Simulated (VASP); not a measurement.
Input of a VASP 6.6.1 run:

The input INCAR:

```
SYSTEM = Cu2Cl
PREC     = Accurate       ! precision mode
ENCUT    = 520            ! plane-wave cutoff, eV
EDIFF    = 1E-6           ! SCF threshold, eV
ISMEAR   = 0              ! smearing method
SIGMA    = 0.1            ! smearing width, eV
LREAL    = .False.        ! projectors in reciprocal space
LASPH    = .True.         ! aspherical terms in the spheres
NELM     = 150            ! most SCF steps
ALGO     = Normal         ! electronic algorithm
ISIF     = 2              ! what is computed and relaxed
LWAVE    = .False.        ! write WAVECAR
LCHARG   = .True.         ! write CHGCAR
ISPIN    = 2              ! spin polarisation
MAGMOM   = 1 1 1 1 0 0    ! initial moments
LORBIT   = 11             ! projections on sites
LMAXMIX  = 4              ! l up to which the mixer works
GGA      = PE             ! functional
LELF     = .True.         ! ELF
LVHAR    = .True.       
NBANDS   = 42             ! bands
```

KPOINTS

```
regular mesh
0
Gamma
  4 4 6
  0 0 0
```

File POSCAR:

```
Cu2Cl
1.0
    4.6574995741      0.0000000000      0.0000000000
    0.0000000000      5.6844422872      0.0000000000
    0.0000000000      0.0000000000      3.5486110241
Cu Cl
4 2
Direct
    0.2004000000      0.3787000000      0.0000000000
    0.7996000000      0.6213000000      0.0000000000
    0.7004000000      0.1213000000      0.5000000000
    0.2996000000      0.8787000000      0.5000000000
    0.0000000000      0.0000000000      0.0000000000
    0.5000000000      0.5000000000      0.5000000000
```

Potentials or basis: VASP PAW PBE potentials, release 64 (Cu, Cl).

The run is started by

```console
$ cat potpaw_PBE.64/Cu/POTCAR potpaw_PBE.64/Cl/POTCAR > POTCAR
$ mpirun -np 1 vasp_std > vasp.out
```

Problem. What does it give for the largest force?

Solution. 0.337 eV/Å.

Problem. Predict the net moment.

Solution. 0.00 μB per cell.

Problem. What does it give for the pressure?

Solution. 9.9 GPa.

Problem. Predict the band gap on the k mesh.

Solution. Zero (filled and empty bands overlap).

Stress tensor (GPa, compression positive):
```
11.12  0.00  0.00
 0.00  9.21  0.00
 0.00  0.00  9.25
```

With open d or f shells a metallic result of PBE can be an artefact of self-interaction; +U or a hybrid may open a gap.
